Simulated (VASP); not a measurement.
A run of VASP 6.6.1:

File INCAR:

```
SYSTEM = Au
PREC = Accurate
ENCUT = 520
EDIFF = 1E-6
ISMEAR = -1
SIGMA = 0.05
LREAL = .FALSE.
LASPH = .TRUE.
NELM = 100
ALGO = Normal
ISIF = 2
LWAVE = .FALSE.
LCHARG = .TRUE.
LDIPOL = .TRUE.
IDIPOL = 3
DIPOL = 0.5 0.5 0.500
GGA = PE
LELF = .TRUE.
LVHAR = .TRUE.
LVACPOTAV = .TRUE.
NBANDS = 36
```

File KPOINTS:

```
Automatic mesh
0
G
  12 9 1
  0 0 0
```

POSCAR

```
Au
1.0
    2.9400990585      0.0000000000      0.0000000000
    0.0000000000      4.1579279633      0.0000000000
    0.0000000000      0.0000000000     18.6983000000
Au
5
Direct
    0.0000000000      0.0000000000      0.3476246878
    0.5000000000      0.5000000000      0.4171458747
    0.0000000000      0.0000000000      0.5000000001
    0.5000000000      0.5000000000      0.5828541258
    0.0000000000      0.0000000000      0.6523753122
```

Potentials or basis: VASP PAW PBE potentials, release 64 (Au).

The run is started by

```sh
$ cat potpaw_PBE.64/Au/POTCAR > POTCAR
$ mpirun -np 1 vasp_std > vasp.out
```

Hardware: 1 thread of Intel(R) Xeon(R) Platinum 8488C (Sapphire Rapids), on a shared host.

Problem. How long does it take, and how much memory?

Solution. Run time: 2.5 min on 1 thread of Intel(R) Xeon(R) Platinum 8488C (Sapphire Rapids), on a shared host, peak memory 0.42 GiB. Counts: scf iterations 14, k points 35.
